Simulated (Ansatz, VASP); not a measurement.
One calculation of C, two programs

```
CELL_PARAMETERS angstrom
2.46498 0.00000 0.00000
-1.23249 2.13474 0.00000
0.00000 0.00000 6.73843
ATOMIC_POSITIONS crystal
C 0.00000 0.00000 0.00250
C 0.00000 0.00000 0.50250
C 0.33333 0.66667 0.00250
C 0.66667 0.33333 0.50250
```

Alike in both runs: task relaxation of cell and atoms; functional PBE; dispersion D3(BJ); k mesh 18 × 18 × 6; occupations fermi-dirac, width 0.15 eV; no spin polarisation.

|  | VASP | Ansatz |
| --- | --- | --- |
| version | VASP 6.6.1 | Ansatz 0.2.0 |
| potentials or method | VASP PAW PBE potentials, release 64 (C), cutoff 600 eV | scalar-relativistic, plane waves, PAW |
| valence electrons in the cell | 16 | 16 |

```csv
,VASP,Ansatz,Ansatz less VASP
"gap on the k mesh at the Fermi level, each at its own relaxed structure (eV)",none,none,-
relaxed volume (Å³/atom),8.78,8.86,+0.081
relaxed cell length with the largest relative difference (Å),6.675,6.738,+0.0633
```

A gap of «none» marks a metal or a gap that the smearing closes.
